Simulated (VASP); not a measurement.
Wanted: the native input for a VASP 6.6.1 run.

```
Task                   : single point
Functional             : PBE
Potentials or basis    : VASP PAW PBE potentials, release 64 (Cd, Te)
Cutoff                 : 520 eV
k mesh                 : 4 × 4 × 4
Occupations            : gaussian, width 0.01 eV
Spin                   : no spin polarisation
Dipole correction      : no
Further INCAR settings : ALGO = Normal; EDIFF = 1e-06; NBANDS = 16
```

The structure of CdTe lies in POSCAR:

```
CdTe
1.0
    0.0000000000      3.2799012430      3.2799012430
    3.2799012430      0.0000000000      3.2799012430
    3.2799012430      3.2799012430      0.0000000000
Cd Te
1 1
Direct
    0.0000000000      0.0000000000      0.0000000000
    0.2500000000      0.2500000000      0.2500000000
```

The input as run:

INCAR

```
PREC = Accurate
ENCUT = 520
EDIFF = 1E-6
ISMEAR = 0
SIGMA = 0.01
LREAL = F
LASPH = T
NELM = 80
ALGO = Normal
ISIF = 2
LWAVE = F
LCHARG = F
GGA = PE
NBANDS = 16
```

KPOINTS

```
regular mesh
0
Gamma
  4 4 4
```

Potentials or basis: VASP PAW PBE potentials, release 64 (Cd, Te).

Command:

```bash
$ cat potpaw_PBE.64/Cd/POTCAR potpaw_PBE.64/Te/POTCAR > POTCAR
$ mpirun -np 1 vasp_std > vasp.out
```

It gave:

- Pressure: 1.3 GPa
- Band gap on the k mesh: 0.65 eV, direct

Caveat: spin-orbit coupling is left out, which moves the levels of the heavy elements.

Wall time 9.2 s on 1 thread of Intel Xeon 6975P-C, on a shared host, peak memory 0.2 GiB.
